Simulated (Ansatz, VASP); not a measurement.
CeO2 in VASP and in Ansatz

File INCAR:

```
PREC     = Accurate       # precision mode
ENCUT    = 520            # plane-wave cutoff, eV
EDIFF    = 1E-6           # SCF threshold, eV
ISMEAR   = -5             # smearing method
SIGMA    = 0.1            # smearing width, eV
LREAL    = F              # projectors in reciprocal space
LASPH    = T              # aspherical terms in the spheres
NELM     = 80             # most SCF steps
ALGO     = Normal         # electronic algorithm
ISIF     = 2              # what is computed and relaxed
LWAVE    = F              # write WAVECAR
LCHARG   = T              # write CHGCAR
GGA      = PE             # functional
LELF     = T              # ELF
LVHAR    = T            
NBANDS   = 19             # bands
```

KPOINTS

```
Automatic mesh
0
Gamma
  12 12 12
```

File POSCAR:

```
CeO2
1.0
    0.0000000000      2.7321286902      2.7321286902
    2.7321286902      0.0000000000      2.7321286902
    2.7321286902      2.7321286902      0.0000000000
Ce O
1 2
Direct
    0.0000000000      0.0000000000      0.0000000000
    0.2500000000      0.2500000000      0.2500000000
    0.7500000000      0.7500000000      0.7500000000
```

Input for Ansatz:

```yaml
crystal:
  lattice:
    - [0.0, 2.7321286399, 2.7321286399]
    - [2.7321286399, 0.0, 2.7321286399]
    - [2.7321286399, 2.7321286399, 0.0]
  atoms:
    - { symbol: Ce, position: [0.0, 0.0, 0.0] }
    - { symbol: O, position: [0.25, 0.25, 0.25] }
    - { symbol: O, position: [0.75, 0.75, 0.75] }
basis:
  ecutwfc: 420
  ecutrho_ratio: 4
kpoints:
  mp_grid: { grid: [12, 12, 12] }
hamiltonian:
  xc: pbe
scf:
  occupations: { method: gaussian, width: 0.05 }
  convergence: { dr2_threshold: 1.0e-06 }
output:
  forces: true
  stress: true
```

Alike in both runs: task single point; functional PBE; k mesh 12 × 12 × 12; no spin polarisation.

```csv
,VASP,Ansatz
version,VASP 6.6.1,Ansatz 0.2.0
potentials or method,"VASP PAW PBE potentials, release 64 (Ce, O), cutoff 520 eV","scalar-relativistic, plane waves, PAW"
occupations,tetrahedron,"gaussian, width 0.05 eV"
valence electrons in the cell,24,24
```

Ansatz gave:

| Item | Value |
| --- | --- |
| pressure (GPa) | 0.0 |

Estimate VASP's values.

pressure (GPa): 0.1.

Ansatz's warnings: force scf threshold loose, stress scf threshold loose.

Neither program's run includes spin-orbit coupling.
